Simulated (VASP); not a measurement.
# In (Fd-3m) in VASP: relaxation of cell and atoms with PBE

Aim: the relaxation of cell and atoms of In with PBE.

All numbers are computed with VASP 6.6.1; they aren't measurements. Logs are shortened: lines on timing, memory, paths and dates and some standing lists are left out, and cuts for length are marked.

## Step 1: The cell of the first run

The structure is cubic, space group Fd-3m (No. 227). The conventional cell has a = 6.439 Å, b = 6.439 Å, c = 6.439 Å, α = 90.00°, β = 90.00°, γ = 90.00°. In (site symmetry -43m) has 4 In at 2.79 Å within 3.7 Å.

## Step 2: Relaxation of cell and atoms, PBE

Input file INCAR:

```
SYSTEM = In
ALGO = Normal
EDIFF = 1E-6
EDIFFG = -0.005
ENCUT = 600
GGA = PE
IBRION = 2
ISIF = 3
ISMEAR = -1
LASPH = .TRUE.
LCHARG = .FALSE.
LREAL = .FALSE.
LWAVE = .FALSE.
NELM = 80
NSW = 100
PREC = Accurate
SIGMA = 0.05
```

Input file KPOINTS:

```
k-points
0
G
  9 9 9
  0 0 0
```

Input file POSCAR:

```
In
1.0
    0.0000000000      3.2195088072      3.2195088072
    3.2195088072      0.0000000000      3.2195088072
    3.2195088072      3.2195088072      0.0000000000
In
2
Direct
    0.0000000000      0.0000000000      0.0000000000
    0.2500000000      0.2500000000      0.2500000000
```

Potentials or basis: VASP PAW PBE potentials, release 64 (In_d).

Launch:

```
> cat potpaw_PBE.64/In_d/POTCAR > POTCAR
> mpirun -np 1 vasp_std > vasp.out
```

OUTCAR:

```text
SYSTEM = In
   EDIFF = 1E-6
   EDIFFG = -0.005
   ENCUT = 600
   GGA = PE
   IBRION = 2
   ISIF = 3
   ISMEAR = -1
   LASPH = .TRUE.
   LREAL = .FALSE.
   NELM = 80
   NSW = 100
   PREC = Accurate

 ion  position               nearest neighbor table
   1  0.000  0.000  0.000-   2 2.79   2 2.79   2 2.79   2 2.79
   2  0.250  0.250  0.250-   1 2.79   1 2.79   1 2.79   1 2.79

  LATTYP: Found a face centered cubic cell.
 ALAT       =     6.4390176144

  Lattice vectors:

 A1 = (   0.0000000000,   3.2195088072,   3.2195088072)
 A2 = (   3.2195088072,   0.0000000000,   3.2195088072)
 A3 = (   3.2195088072,   3.2195088072,   0.0000000000)

Analysis of symmetry for initial positions (statically):
=====================================================================
 Subroutine PRICEL returns:
 Original cell was already a primitive cell.

 Routine SETGRP: Setting up the symmetry group for a
 face centered cubic supercell.

 Subroutine GETGRP returns: Found 48 space group operations
 (whereof 24 operations were pure point group operations)
 out of a pool of 48 trial point group operations.

The static configuration has the point symmetry T_d .
 The point group associated with its full space group is O_h .

Analysis of symmetry for dynamics (positions and initial velocities):
=====================================================================
 Subroutine PRICEL returns:
 Original cell was already a primitive cell.

 Routine SETGRP: Setting up the symmetry group for a
 face centered cubic supercell.

 Subroutine GETGRP returns: Found 48 space group operations
 (whereof 24 operations were pure point group operations)
 out of a pool of 48 trial point group operations.

The dynamic configuration has the point symmetry T_d .
 The point group associated with its full space group is O_h .

 Subroutine INISYM returns: Found 48 space group operations
 (whereof 24 operations are pure point group operations),
 and found     1 'primitive' translations

----------------------------------------------------------------------------------------

                                     Primitive cell

  volume of cell :      66.7419

  direct lattice vectors                    reciprocal lattice vectors
     0.000000000  3.219508807  3.219508807    -0.155303194  0.155303194  0.155303194
     3.219508807  0.000000000  3.219508807     0.155303194 -0.155303194  0.155303194
     3.219508807  3.219508807  0.000000000     0.155303194  0.155303194 -0.155303194

  length of vectors
     4.553073019  4.553073019  4.553073019     0.268993022  0.268993022  0.268993022

  position of ions in fractional coordinates (direct lattice)
     0.000000000  0.000000000  0.000000000
     0.250000000  0.250000000  0.250000000

  ion indices of the primitive-cell ions
   primitive index   ion index
                 1           1
                 2           2

----------------------------------------------------------------------------------------

 KPOINTS: k-points

Automatic generation of k-mesh.
 Grid dimensions read from file:
 generate k-points for:    9    9    9

 Generating k-lattice:

  Cartesian coordinates                     Fractional coordinates (reciprocal lattice)
    -0.017255910  0.017255910  0.017255910     0.111111111  0.000000000  0.000000000
     0.017255910 -0.017255910  0.017255910     0.000000000  0.111111111  0.000000000
     0.017255910  0.017255910 -0.017255910     0.000000000  0.000000000  0.111111111

  Length of vectors
     0.029888114  0.029888114  0.029888114

  Shift w.r.t. Gamma in fractional coordinates (k-lattice)
     0.000000000  0.000000000  0.000000000

 Subroutine IBZKPT returns following result:
 ===========================================

 Found     35 irreducible k-points:

 Following reciprocal coordinates:
            Coordinates               Weight
  0.000000  0.000000  0.000000      1.000000
  0.111111  0.000000  0.000000      8.000000
  0.222222  0.000000  0.000000      8.000000
  0.333333  0.000000  0.000000      8.000000
  0.444444  0.000000  0.000000      8.000000
  0.111111  0.111111  0.000000      6.000000
[... 16 lines left out ...]
 -0.333333  0.333333  0.000000     12.000000
  0.444444  0.444444  0.000000      6.000000
 [... further k-points ...]
   k-points           NKPTS =     35   k-points in BZ     NKDIM =     35   number of bands    NBANDS=     17
   number of dos      NEDOS =    301   number of ions     NIONS =      2
   total plane-waves  NPLWV =  46656
   dimension x,y,z NGX =    36 NGY =   36 NGZ =   36
   dimension x,y,z NGXF=    72 NGYF=   72 NGZF=   72
   ions per type =               2
   NGX,Y,Z   is equivalent  to a cutoff of  13.14, 13.14, 13.14 a.u.
   NGXF,Y,Z  is equivalent  to a cutoff of  26.29, 26.29, 26.29 a.u.
 SYSTEM =  In
   PREC   = accura    normal or accurate (medium, high low for compatibility)
   ISTART =      0    job   : 0-new  1-cont  2-samecut
   ICHARG =      2    charge: 1-file 2-atom 10-const
   ISPIN  =      1    spin polarized calculation?
   LNONCOLLINEAR =      F non collinear calculations
   LSORBIT =      F    spin-orbit coupling
   LASPH  =      T    aspherical Exc in radial PAW
   ENCUT  =  600.0 eV  44.10 Ry    6.64 a.u.   9.09  9.09  9.09*2*pi/ulx,y,z
   NELM   =     80;   NELMIN=  2; NELMDL= -5     # of ELM steps
   EDIFF  = 0.1E-05   stopping-criterion for ELM
   LREAL  =      F    real-space projection
   EDIFFG = -.5E-02   stopping-criterion for IOM
   NSW    =    100    number of steps for IOM
   IBRION =      2    ionic relax: 0-MD 1-quasi-New 2-CG
   NFREE  =      1    steps in history (QN), initial steepest desc. (CG)
   ISIF   =      3    stress and relaxation
   ISYM   =      2    0-nonsym 1-usesym 2-fastsym
   POTIM  = 0.5000    time-step for ionic-motion
   TEBEG  =    0.0;   TEEND  =   0.0 temperature during run
   PSTRESS=    0.0 pullay stress
   NELECT =      26.0000    total number of electrons
   NUPDOWN=      -1.0000    fix difference up-down
   EMIN   =  10.00;   EMAX   =-10.00  energy-range for DOS
   EFERMI =   0.00;   METHOD = LEGACY
   ISMEAR =    -1;   SIGMA  =   0.05  broadening in eV -4-tet -1-fermi 0-gaus
   EFERMI_NEDOS =   21; number of points for ismear=-14 and -15
   IALGO  =     38    algorithm
   IMIX   =      4    mixing-type and parameters
     AMIX     =   0.40;   BMIX     =  1.00
     AMIX_MAG =   1.60;   BMIX_MAG =  1.00
  volume/ion in A,a.u.               =      33.37       225.20
  Fermi-wavevector in a.u.,A,eV,Ry     =   1.195638  2.259428 19.450208  1.429550
  Thomas-Fermi vector in A             =   2.331598
   LORBIT       =      0    0 simple, 1 ext, 2 COOP (PROOUT), +10 PAW based schemes
   GGA     = PE    functional components
   LHFCALC =     F    Hartree Fock is set to
   AEXX    =    0.0000 exact exchange contribution
   IVDW    =     0    specifies the selected vdW correction
   LEPSILON=     F    determine dielectric tensor
   LRPA    =     F    only Hartree local field effects (RPA)
 conjugate gradient relaxation of ions
 non-spin polarized calculation
  energy-cutoff  :      600.00
  volume of cell :       66.74
 maximum number of plane-waves:      2242
   NGX = 19   NGY = 19   NGZ = 19

--------------------------------------- Ionic step        1  -------------------------------------------

 number of electron      25.9999995 magnetization

 Free energy of the ion-electron system (eV)
  ---------------------------------------------------
  ext. energy  EPLUGINS =         0.00000000
  ---------------------------------------------------
  free energy    TOTEN  =        -4.34040502 eV

  energy without entropy =       -4.32750102  energy(sigma->0) =       -4.33395302

 E-fermi :   4.6615     XC(G=0):  -8.8496

 val. band max:        4.6596051596   @ k =   0.4444   0.3333   0.1111
 cond. band min:       4.6950644607   @ k =   0.3333   0.2222   0.1111
 fundamental gap:      0.0354593011
 Fermi energy:         4.6615468597

 k-point     1 :       0.0000    0.0000    0.0000
  band No.  band energies     occupation
      1     -10.1072      2.00000
      2     -10.1072      2.00000
      3     -10.1072      2.00000
      4     -10.0301      2.00000
      5     -10.0301      2.00000
      6      -9.5049      2.00000
[... 457 lines left out ...]
      4      -9.9544      2.00000
      5      -9.7788      2.00000
      6      -9.6749      2.00000
[... 9 lines left out ...]
     16       7.4570      0.00000
     17      14.7780      0.00000

 [... further k-points ...]
[... 5 lines left out ...]
  --------------------------------------------------------------------------------------
  -------------------------------------------------------------------------------------
  Total        1.7344012      1.7344012      1.7344012      0.0000000      0.0000000      0.0000000
  in kB       41.6352624     41.6352624     41.6352624      0.0000000      0.0000000      0.0000000
  external PRESSURE =      41.6352624 kB  Pullay stress =       0.0000000 kB
[... 89 lines left out ...]
  FREE ENERGIE OF THE ION-ELECTRON SYSTEM (eV)
  ---------------------------------------------------
  free  energy   TOTEN  =        -4.4468114903 eV

  energy  without entropy=       -4.4304617285  energy(sigma->0) =       -4.43863661

[... ionic steps 4 to 15 ...]

--------------------------------------- Ionic step       16  -------------------------------------------

 number of electron      26.0000003 magnetization

------------------------ aborting loop because EDIFF is reached ----------------------------------------
[... 67 lines left out ...]
--------------------------------------- Ionic step       18  -------------------------------------------

 number of electron      26.0000002 magnetization

 Free energy of the ion-electron system (eV)
  ---------------------------------------------------
  ext. energy  EPLUGINS =         0.00000000
  ---------------------------------------------------
  free energy    TOTEN  =        -4.44681671 eV

  energy without entropy =       -4.43053492  energy(sigma->0) =       -4.43867582

 E-fermi :   3.6471     XC(G=0):  -8.2993

 val. band max:        3.6280368640   @ k =   0.3333   0.3333   0.0000
 cond. band min:       3.6650962081   @ k =  -0.4444   0.1111   0.0000
 fundamental gap:      0.0370593441
 Fermi energy:         3.6470855858

 k-point     1 :       0.0000    0.0000    0.0000
  band No.  band energies     occupation
      1     -10.9818      2.00000
      2     -10.9818      2.00000
      3     -10.9818      2.00000
      4     -10.9201      2.00000
      5     -10.9201      2.00000
      6     -10.5318      2.00000
[... 457 lines left out ...]
      4     -10.8594      2.00000
      5     -10.7397      2.00000
      6     -10.6653      2.00000
[... 9 lines left out ...]
     16       6.2600      0.00000
     17      12.7261      0.00000

 [... further k-points ...]
[... 5 lines left out ...]
  --------------------------------------------------------------------------------------
  -------------------------------------------------------------------------------------
  Total        0.0075745      0.0075745      0.0075745      0.0000000      0.0000000     -0.0000000
  in kB        0.1597482      0.1597482      0.1597482      0.0000000      0.0000000     -0.0000000
  external PRESSURE =       0.1597482 kB  Pullay stress =       0.0000000 kB
[... 17 lines left out ...]
  FREE ENERGIE OF THE ION-ELECTRON SYSTEM (eV)
  ---------------------------------------------------
  free  energy   TOTEN  =        -4.4468167144 eV

  energy  without entropy=       -4.4305349234  energy(sigma->0) =       -4.43867582

 reached required accuracy - stopping structural energy minimisation
```

It took 1.9 min on 1 thread of Intel Xeon Platinum 8559C (Emerald Rapids), shared host; peak memory 0.23 GiB.

Results:

```yaml
Free_energy: -4.4468 eV
Relaxed_volume: 37.98 Å³/atom
Relaxed_cell: a = 4.754 Å, b = 4.754 Å, c = 4.754 Å, α = 60.00°, β = 60.00°, γ = 60.00°
Space_group_after_relaxing_to_0.05_Å: Fd-3m (No. 227)
Energy_gained_by_relaxing: 53.2 meV/atom
Ionic_steps: 18
Pressure_after_relaxing: 0.0 GPa
Band_gap_on_the_k_mesh: zero (band 13 reaches 5.89 eV, above the bottom of band 14 at 2.91 eV)
```

The path:
```tsv
step	energy change (eV)	largest force (eV/Å)	pressure (GPa)	volume (Å³)
1	0.0000	0.0000	4.16	66.74
2	-0.1061	0.0000	0.19	75.47
3	-0.1064	0.0000	-0.04	76.14
4	-0.1064	0.0000	0.02	75.95
5	-0.1064	0.0000	0.03	75.95
6	-0.1064	0.0000	0.03	75.95
7	-0.1064	0.0000	0.03	75.95
8	-0.1064	0.0000	0.03	75.95
9	-0.1064	0.0000	0.03	75.95
10	-0.1064	0.0000	0.03	75.95
11	-0.1064	0.0000	0.03	75.95
12	-0.1064	0.0000	0.03	75.95
13	-0.1064	0.0000	0.03	75.95
14	-0.1064	0.0000	0.03	75.95
15	-0.1064	0.0000	0.03	75.95
16	-0.1064	0.0000	0.04	75.95
17	-0.1064	0.0000	0.05	75.96
18	-0.1064	0.0000	0.02	75.97
```

Final structure:
```
CELL_PARAMETERS angstrom
0.00000 3.36150 3.36150
3.36150 0.00000 3.36150
3.36150 3.36150 0.00000
ATOMIC_POSITIONS crystal
In 0.00000 0.00000 0.00000
In 0.25000 0.25000 0.25000
```

Caveat: spin-orbit coupling is left out, which moves the levels of the heavy elements.
